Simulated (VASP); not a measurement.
Runs of VASP 6.6.1 on Nb. The structure is that of space group Fd-3m (No. 227), or close to it. The cells are those of the table. This isn't the form of Nb at room conditions, which is bcc.

```tsv
task	cell	gap on the mesh (eV)	pressure (GPa)
relaxation of cell and atoms	relaxed from a = 4.080 Å, angles 60.0°, 2 atoms	none	0.0
relaxation of cell and atoms	relaxed to 10 GPa from a = 4.080 Å, angles 60.0°, 2 atoms	none	10.0
single point	a = 4.209 Å, angles 60.0°, 2 atoms	none	(a)
relaxation of cell and atoms	relaxed to 20 GPa from a = 4.080 Å, angles 60.0°, 2 atoms	none	20.1
single point	a = 4.038 Å, angles 60.0°, 2 atoms	none	10.0
relaxation of cell and atoms	relaxed to 5 GPa from a = 4.080 Å, angles 60.0°, 2 atoms	none	5.0
single point	a = 4.111 Å, angles 60.0°, 2 atoms	none	5.0
single point	a = 3.927 Å, angles 60.0°, 2 atoms	none	19.9
```

Alike in all rows: level RPBE; potentials or basis VASP PAW PBE potentials, release 64 (Nb_sv); no spin polarisation; k mesh 7 × 7 × 7; cutoff (eV) 500; smearing gaussian 0.1 eV.

Q: Estimate the missing entries.

A: (a) -0.1.

Caveats: the PAW data sets were made with another functional, which shifts forces and pressure a little; the cell is relaxed towards a set pressure, so the run minimises the enthalpy, not the energy (at least some runs); the cell stands under pressure (at least some runs).

A k mesh can miss the band edges, and the runs leave out spin-orbit coupling on Nb.

A gap of «none» marks levels without a gap at the run's occupations.
